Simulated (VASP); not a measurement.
Runs of VASP 6.6.1 on SiGe. The structure is that of space group P6_3mc (No. 186), or close to it. The cells are those of the table. 

```tsv
cell	gap on the mesh (eV)	pressure (GPa)	largest force (eV/Å)
a = 3.958, b = 3.958, c = 6.280 Å, angles 90.0, 90.0, 120.0°, 4 atoms	0.32	0.2	0.45
a = 4.206, b = 4.206, c = 5.562 Å, angles 90.0, 90.0, 120.0°, 4 atoms	none	(a)	4.40
a = 3.577, b = 3.577, c = 7.687 Å, angles 90.0, 90.0, 120.0°, 4 atoms	none	7.3	0.95
a = 3.841, b = 3.841, c = 6.667 Å, angles 90.0, 90.0, 120.0°, 4 atoms	(b)	0.3	0.39
```

Alike in all rows: task single point; level r2SCAN; potentials or basis VASP PAW PBE potentials, release 64 (Si, Ge_d); no spin polarisation; k mesh 12 × 12 × 6; cutoff (eV) 520; smearing gaussian 0.05 eV.

Problem. Fill in the values left out.

Solution. (a) 8.4; (b) 0.60.

Caveats: the PAW data sets were made with another functional, which shifts forces and pressure a little; the cell stands under pressure (at least some runs).

A k mesh can miss the band edges, and the runs leave out spin-orbit coupling on Ge.

A gap of «none» marks levels without a gap at the run's occupations.
